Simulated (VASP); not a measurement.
# CsBe6C3 (Cmmm) in VASP: further runs

CsBe6C3 is run at these levels: PBE; tasks: single point.

All numbers are computed with VASP 6.6.1; they aren't measurements. Logs are shortened: lines on timing, memory, paths and dates and some standing lists are left out, and cuts for length are marked.

### 1 The cell of the first run

The structure is orthorhombic, space group Cmmm (No. 65). The conventional cell has a = 5.476 Å, b = 12.652 Å, c = 4.851 Å, α = 90.00°, β = 90.00°, γ = 90.00°. Within 4.2 Å of Cs (site symmetry mmm) lie 12 Be at 3.20 to 3.45 Å and 10 C at 3.55 to 4.07 Å. Be (site symmetry 2/m) has 2 C at 1.64 Å within 2.2 Å. Within 2.3 Å of Be (site symmetry m) lie 2 C at 1.66 Å and 1 Be at 2.25 Å. Within 2.2 Å of C (site symmetry m2m) lie 4 Be at 1.64 to 1.66 Å. Within 2.2 Å of C (site symmetry mmm) lie 4 Be at 1.66 Å.

The cell was generated, and may not be a known phase.

### 2 Single point, PBE

INCAR reads:

```
PREC = Accurate ; ENCUT = 520
EDIFF = 1E-7 ; ISMEAR = 0
SIGMA = 0.1 ; LREAL = False
LASPH = True ; NELM = 100
ALGO = Normal ; ISIF = 2
LWAVE = False ; LCHARG = False
GGA = PE ; NBANDS = 28
```

KPOINTS reads:

```
regular mesh
0
Gamma
  4 4 4
```

POSCAR reads:

```
CsBe6C3
1.0
    2.7378712200     -6.3258922200      0.0000000000
    2.7378712200      6.3258922200      0.0000000000
    0.0000000000      0.0000000000      4.8510758800
Cs Be C
1 6 3
Direct
    0.0000000000      0.0000000000      0.5000000000
    0.0000000000      0.5000000000      0.5000000000
    0.5000000000      0.0000000000      0.5000000000
    0.5890242300      0.4109757700      0.2500000000
    0.5890242300      0.4109757700      0.7500000000
    0.4109757700      0.5890242300      0.2500000000
    0.4109757700      0.5890242300      0.7500000000
    0.6780484600      0.3219515400      0.5000000000
    0.3219515400      0.6780484600      0.5000000000
    0.5000000000      0.5000000000      0.0000000000
```

Potentials or basis: VASP PAW PBE potentials, release 64 (Cs_sv, Be, C).

Started as:

```console
$ cat potpaw_PBE.64/Cs_sv/POTCAR potpaw_PBE.64/Be/POTCAR potpaw_PBE.64/C/POTCAR > POTCAR
$ mpirun -np 1 vasp_std > vasp.out
```

OUTCAR:

```text
PREC = Accurate
   ENCUT = 520
   EDIFF = 1E-7
   ISMEAR = 0
   LREAL = False
   LASPH = True
   NELM = 100
   ISIF = 2
   GGA = PE

 ion  position               nearest neighbor table
   1  0.000  0.000  0.500-
   2  0.000  0.500  0.500-   8 1.64   9 1.64
   3  0.500  0.000  0.500-   8 1.64   9 1.64
   4  0.589  0.411  0.250-   8 1.66  10 1.66   6 2.25
   5  0.589  0.411  0.750-   8 1.66  10 1.66   7 2.25
   6  0.411  0.589  0.250-   9 1.66  10 1.66   4 2.25
   7  0.411  0.589  0.750-   9 1.66  10 1.66   5 2.25
   8  0.678  0.322  0.500-   2 1.64   3 1.64   4 1.66   5 1.66
   9  0.322  0.678  0.500-   2 1.64   3 1.64   6 1.66   7 1.66
  10  0.500  0.500  0.000-   4 1.66   5 1.66   6 1.66   7 1.66

  LATTYP: Found a base centered orthorhombic cell.
 ALAT       =     5.4757424400
 B/A-ratio  =     2.3105148897
 C/A-ratio  =     0.8859211209

  Lattice vectors:

 A1 = (   2.7378712200,  -6.3258922200,   0.0000000000)
 A2 = (   2.7378712200,   6.3258922200,   0.0000000000)
 A3 = (   0.0000000000,   0.0000000000,   4.8510758800)

Analysis of symmetry for initial positions (statically):
=====================================================================
 Subroutine PRICEL returns:
 Original cell was already a primitive cell.

 Routine SETGRP: Setting up the symmetry group for a
 base centered orthorhombic supercell.

 Subroutine GETGRP returns: Found  8 space group operations
 (whereof  8 operations were pure point group operations)
 out of a pool of  8 trial point group operations.

The static configuration has the point symmetry D_2h.

Analysis of symmetry for dynamics (positions and initial velocities):
=====================================================================
 Subroutine PRICEL returns:
 Original cell was already a primitive cell.

 Routine SETGRP: Setting up the symmetry group for a
 base centered orthorhombic supercell.

 Subroutine GETGRP returns: Found  8 space group operations
 (whereof  8 operations were pure point group operations)
 out of a pool of  8 trial point group operations.

The dynamic configuration has the point symmetry D_2h.

 Subroutine INISYM returns: Found  8 space group operations
 (whereof  8 operations are pure point group operations),
 and found     1 'primitive' translations

----------------------------------------------------------------------------------------

                                     Primitive cell

  volume of cell :     168.0362

  direct lattice vectors                    reciprocal lattice vectors
     2.737871220 -6.325892220  0.000000000     0.182623637 -0.079040234  0.000000000
     2.737871220  6.325892220  0.000000000     0.182623637  0.079040234  0.000000000
     0.000000000  0.000000000  4.851075880     0.000000000  0.000000000  0.206139839

  length of vectors
     6.892956637  6.892956637  4.851075880     0.198994350  0.198994350  0.206139839

  position of ions in fractional coordinates (direct lattice)
     0.000000000  0.000000000  0.500000000
     0.000000000  0.500000000  0.500000000
     0.500000000  0.000000000  0.500000000
     0.589024230  0.410975770  0.250000000
     0.589024230  0.410975770  0.750000000
     0.410975770  0.589024230  0.250000000
     0.410975770  0.589024230  0.750000000
     0.678048460  0.321951540  0.500000000
     0.321951540  0.678048460  0.500000000
     0.500000000  0.500000000  0.000000000

  ion indices of the primitive-cell ions
   primitive index   ion index
                 1           1
                 2           2
                 3           3
                 4           4
                 5           5
                 6           6
                 7           7
                 8           8
                 9           9
                10          10

----------------------------------------------------------------------------------------

 KPOINTS: regular mesh

Automatic generation of k-mesh.
 Grid dimensions read from file:
 generate k-points for:    4    4    4

 Generating k-lattice:

  Cartesian coordinates                     Fractional coordinates (reciprocal lattice)
     0.045655909 -0.019760058  0.000000000     0.250000000  0.000000000  0.000000000
     0.045655909  0.019760058  0.000000000     0.000000000  0.250000000  0.000000000
     0.000000000  0.000000000  0.051534960     0.000000000  0.000000000  0.250000000

  Length of vectors
     0.049748588  0.049748588  0.051534960

  Shift w.r.t. Gamma in fractional coordinates (k-lattice)
     0.000000000  0.000000000  0.000000000

 Subroutine IBZKPT returns following result:
 ===========================================

 Found     21 irreducible k-points:

 Following reciprocal coordinates:
            Coordinates               Weight
  0.000000  0.000000  0.000000      1.000000
  0.250000 -0.000000  0.000000      4.000000
  0.500000 -0.000000  0.000000      2.000000
  0.250000  0.250000  0.000000      2.000000
  0.500000  0.250000  0.000000      4.000000
 -0.250000  0.250000  0.000000      2.000000
[... 13 lines left out ...]
 -0.250000  0.250000  0.500000      2.000000
  0.500000  0.500000  0.500000      1.000000
   k-points           NKPTS =     21   k-points in BZ     NKDIM =     21   number of bands    NBANDS=     28
   number of dos      NEDOS =    301   number of ions     NIONS =     10
   total plane-waves  NPLWV = 104976
   dimension x,y,z NGX =    54 NGY =   54 NGZ =   36
   dimension x,y,z NGXF=   108 NGYF=  108 NGZF=   72
   ions per type =               1   6   3
   NGX,Y,Z   is equivalent  to a cutoff of  13.02, 13.02, 12.34 a.u.
   NGXF,Y,Z  is equivalent  to a cutoff of  26.05, 26.05, 24.67 a.u.
 SYSTEM =  unknown system
   PREC   = accura    normal or accurate (medium, high low for compatibility)
   ISTART =      0    job   : 0-new  1-cont  2-samecut
   ICHARG =      2    charge: 1-file 2-atom 10-const
   ISPIN  =      1    spin polarized calculation?
   LNONCOLLINEAR =      F non collinear calculations
   LSORBIT =      F    spin-orbit coupling
   LASPH  =      T    aspherical Exc in radial PAW
   ENCUT  =  520.0 eV  38.22 Ry    6.18 a.u.  12.82 12.82  9.02*2*pi/ulx,y,z
   NELM   =    100;   NELMIN=  2; NELMDL= -5     # of ELM steps
   EDIFF  = 0.1E-06   stopping-criterion for ELM
   LREAL  =      F    real-space projection
   EDIFFG = 0.1E-05   stopping-criterion for IOM
   NSW    =      0    number of steps for IOM
   IBRION =     -1    ionic relax: 0-MD 1-quasi-New 2-CG
   NFREE  =      0    steps in history (QN), initial steepest desc. (CG)
   ISIF   =      2    stress and relaxation
   ISYM   =      2    0-nonsym 1-usesym 2-fastsym
   POTIM  = 0.5000    time-step for ionic-motion
   TEBEG  =    0.0;   TEEND  =   0.0 temperature during run
   PSTRESS=    0.0 pullay stress
   NELECT =      33.0000    total number of electrons
   NUPDOWN=      -1.0000    fix difference up-down
   EMIN   =  10.00;   EMAX   =-10.00  energy-range for DOS
   EFERMI =   0.00;   METHOD = LEGACY
   ISMEAR =     0;   SIGMA  =   0.10  broadening in eV -4-tet -1-fermi 0-gaus
   EFERMI_NEDOS =   21; number of points for ismear=-14 and -15
   IALGO  =     38    algorithm
   IMIX   =      4    mixing-type and parameters
     AMIX     =   0.40;   BMIX     =  1.00
     AMIX_MAG =   1.60;   BMIX_MAG =  1.00
  volume/ion in A,a.u.               =      16.80       113.40
  Fermi-wavevector in a.u.,A,eV,Ry     =   0.951580  1.798225 12.320130  0.905504
  Thomas-Fermi vector in A             =   2.080063
   LORBIT       =      0    0 simple, 1 ext, 2 COOP (PROOUT), +10 PAW based schemes
   GGA     = PE    functional components
   LHFCALC =     F    Hartree Fock is set to
   AEXX    =    0.0000 exact exchange contribution
   IVDW    =     0    specifies the selected vdW correction
   LEPSILON=     F    determine dielectric tensor
   LRPA    =     F    only Hartree local field effects (RPA)
 non-spin polarized calculation
 Gauss-broadening in eV      SIGMA  =   0.10
  energy-cutoff  :      520.00
  volume of cell :      168.04
 maximum number of plane-waves:      4556
 NGX is ok and might be reduce to    54
   NGX = 25   NGY = 25   NGZ = 19

 number of electron      33.0000002 magnetization

 Free energy of the ion-electron system (eV)
  ---------------------------------------------------
  ext. energy  EPLUGINS =         0.00000000
  ---------------------------------------------------
  free energy    TOTEN  =       -48.40459001 eV

  energy without entropy =      -48.39747898  energy(sigma->0) =      -48.40103450

 E-fermi :   3.2128     XC(G=0):  -8.0198

 val. band max:        2.8190550571   @ k =  -0.2500   0.2500   0.2500
 cond. band min:       3.2301226692   @ k =   0.5000   0.5000   0.5000
 fundamental gap:      0.4110676121
 Fermi energy:         3.2128467755

 k-point     1 :       0.0000    0.0000    0.0000
  band No.  band energies     occupation
      1     -20.1469      2.00000
      2      -9.1351      2.00000
      3      -8.6541      2.00000
      4      -8.6356      2.00000
      5      -7.3619      2.00000
      6      -7.0722      2.00000
[... 20 lines left out ...]
     27       8.0951      0.00000
     28       8.0967      0.00000

 k-point     2 :       0.2500   -0.0000    0.0000
  band No.  band energies     occupation
      1     -20.1438      2.00000
      2      -9.3161      2.00000
      3      -8.6981      2.00000
      4      -8.5706      2.00000
      5      -7.1684      2.00000
      6      -7.0665      2.00000
[... 20 lines left out ...]
     27       7.8675      0.00000
     28       8.1590      0.00000

 k-point     3 :       0.5000   -0.0000    0.0000
  band No.  band energies     occupation
      1     -20.1407      2.00000
      2      -9.4615      2.00000
      3      -8.6753      2.00000
      4      -8.5881      2.00000
      5      -7.2352      2.00000
      6      -6.9460      2.00000
[... 523 lines left out ...]
      3      -8.8898      2.00000
      4      -8.5879      2.00000
      5      -7.2924      2.00000
      6      -6.9308      2.00000
[... 20 lines left out ...]
     27       7.8397      0.00000
     28       8.4903      0.00000

 k-point    21 :       0.5000    0.5000    0.5000
  band No.  band energies     occupation
      1     -20.1352      2.00000
      2      -9.0206      2.00000
      3      -8.9499      2.00000
      4      -8.5893      2.00000
      5      -7.2951      2.00000
      6      -6.9297      2.00000
[... 20 lines left out ...]
     27       7.6458      0.00000
     28       8.3235      0.00000

------------------------ aborting loop because EDIFF is reached ----------------------------------------

  FORCE on cell =-STRESS in cart. coord.  units (eV):
  Direction    XX          YY          ZZ          XY          YZ          ZX
  --------------------------------------------------------------------------------------
  -------------------------------------------------------------------------------------
  Total        3.5488737      3.1138065     -0.8713825     -0.0000000      0.0000000      0.0000000
  in kB       33.8374991     29.6892572     -8.3083841     -0.0000000      0.0000000      0.0000000
  external PRESSURE =      18.4061240 kB  Pullay stress =       0.0000000 kB

 VOLUME and BASIS-vectors are now :
 -----------------------------------------------------------------------------
  energy-cutoff  :      520.00
  volume of cell :      168.04
      direct lattice vectors                 reciprocal lattice vectors
     2.737871220 -6.325892220  0.000000000     0.182623637 -0.079040234  0.000000000
     2.737871220  6.325892220  0.000000000     0.182623637  0.079040234  0.000000000
     0.000000000  0.000000000  4.851075880     0.000000000  0.000000000  0.206139839

 POSITION                                       TOTAL-FORCE (eV/Angst)
 -----------------------------------------------------------------------------------
      0.00000      0.00000      2.42554        -0.000000     -0.000000     -0.000000
      1.36894      3.16295      2.42554        -0.000000     -0.000000     -0.000000
      1.36894     -3.16295      2.42554         0.000000     -0.000000     -0.000000
      2.73787     -1.12632      1.21277        -0.000000      0.028001     -0.380462
      2.73787     -1.12632      3.63831        -0.000000      0.028001      0.380462
      2.73787      1.12632      1.21277        -0.000000     -0.028001     -0.380462
      2.73787      1.12632      3.63831        -0.000000     -0.028001      0.380462
      2.73787     -2.25263      2.42554        -0.000000     -0.377306     -0.000000
      2.73787      2.25263      2.42554        -0.000000      0.377306     -0.000000
      2.73787      0.00000      0.00000        -0.000000     -0.000000     -0.000000
 -----------------------------------------------------------------------------------
    total drift:                               -0.000000      0.000000      0.000000

  FREE ENERGIE OF THE ION-ELECTRON SYSTEM (eV)
  ---------------------------------------------------
  free  energy   TOTEN  =       -48.4045900116 eV

  energy  without entropy=      -48.3974789824  energy(sigma->0) =      -48.40103450
```

Wall time 2.1 min (1 thread of Intel Xeon Platinum 8488C (Sapphire Rapids), shared host); peak memory 0.35 GiB.

Results:

| Property | Result |
| --- | --- |
| Free energy | -48.4046 eV |
| Pressure | 1.8 GPa |
| Largest force | 0.381 eV/Å |
| Band gap on the k mesh | zero (an odd number of electrons rules out a gap without spin polarisation) |

Forces in eV/Å, atoms in the order of the input:
```
Cs   0.000  0.000  0.000
Be   0.000  0.000  0.000
Be   0.000  0.000  0.000
Be   0.000  0.028 -0.380
Be   0.000  0.028  0.380
Be   0.000 -0.028 -0.380
Be   0.000 -0.028  0.380
C    0.000 -0.377  0.000
C    0.000  0.377  0.000
C    0.000  0.000  0.000
```

Stress tensor (GPa, compression positive):
```
 3.38  0.00  0.00
 0.00  2.97  0.00
 0.00  0.00 -0.83
```

Caveat: spin-orbit coupling is left out, which moves the levels of the heavy elements.

### 3 Single point, PBE

This run uses another cell than the first one, of 17.21 Å³/atom.

INCAR reads:

```
PREC = Accurate
ENCUT = 520
EDIFF = 1E-7
ISMEAR = 0
SIGMA = 0.1
LREAL = F
LASPH = T
NELM = 80
ALGO = Normal
ISIF = 2
LWAVE = F
LCHARG = F
GGA = PE
NBANDS = 28
```

KPOINTS reads:

```
Automatic mesh
0
Gamma
  8 8 8
```

POSCAR reads:

```
CsBe6C3
1.0
    2.9678950775     -6.2231919371      0.0000000000
    2.9678950775      6.2231919371      0.0000000000
    0.0000000000      0.0000000000      4.6594129781
Cs Be C
1 6 3
Direct
    0.0000000000      0.0000000000      0.5000000000
    0.0000000000      0.5000000000      0.5000000000
    0.5000000000      0.0000000000      0.5000000000
    0.5928097683      0.4071902317      0.2527198770
    0.5928097683      0.4071902317      0.7472801230
    0.4071902317      0.5928097683      0.2527198770
    0.4071902317      0.5928097683      0.7472801230
    0.6919084326      0.3080915674      0.5000000000
    0.3080915674      0.6919084326      0.5000000000
    0.5000000000      0.5000000000      0.0000000000
```

Potentials or basis: VASP PAW PBE potentials, release 64 (Cs_sv, Be, C).

Started as:

```console
$ cat potpaw_PBE.64/Cs_sv/POTCAR potpaw_PBE.64/Be/POTCAR potpaw_PBE.64/C/POTCAR > POTCAR
$ mpirun -np 1 vasp_std > vasp.out
```

Wall time 9.3 min (1 thread of Intel Xeon Platinum 8488C (Sapphire Rapids), shared host); peak memory 0.61 GiB.

Results (log left out):

```yaml
Free_energy: -48.6346 eV
Pressure: 0.1 GPa
Largest_force: 0.007 eV/Å
Band_gap_on_the_k_mesh: zero (an odd number of electrons rules out a gap without spin polarisation)
```

Forces in eV/Å, atoms in the order of the input:
```
Cs   0.000  0.000  0.000
Be   0.000  0.000  0.000
Be   0.000  0.000  0.000
Be   0.000 -0.007  0.002
Be   0.000 -0.007 -0.002
Be   0.000  0.007  0.002
Be   0.000  0.007 -0.002
C    0.000  0.000  0.000
C    0.000  0.000  0.000
C    0.000  0.000  0.000
```

Levels at points of the mesh, in eV from the Fermi level:
| k point | band 13 | band 14 | band 15 | band 16 | band 17 | band 18 | band 19 | band 20 |
| --- | --- | --- | --- | --- | --- | --- | --- | --- |
| (0.00, 0.00, 0.00) | -4.32 | -3.86 | -2.71 | -2.49 | -0.86 | 0.06 | 1.81 | 2.12 |
| (0.50, 0.00, 0.00) | -4.11 | -3.38 | -3.37 | -2.91 | -0.84 | 1.49 | 1.88 | 1.90 |
| (0.50, 0.50, 0.00) | -4.00 | -3.91 | -2.71 | -2.60 | -1.67 | 1.01 | 1.16 | 1.23 |
| (0.00, 0.00, 0.50) | -4.14 | -3.80 | -3.42 | -2.78 | 0.50 | 1.51 | 1.87 | 2.26 |
| (0.50, 0.00, 0.50) | -3.95 | -3.65 | -3.47 | -2.95 | 0.32 | 0.69 | 1.92 | 2.26 |
| (0.50, 0.50, 0.50) | -3.94 | -3.78 | -3.50 | -3.46 | 0.69 | 1.60 | 1.72 | 2.17 |

Caveat: spin-orbit coupling is left out, which moves the levels of the heavy elements.

(Part 1 of 2 ends here.)

The gap in the log of VASP goes by the Fermi energy; the results here count the filled bands.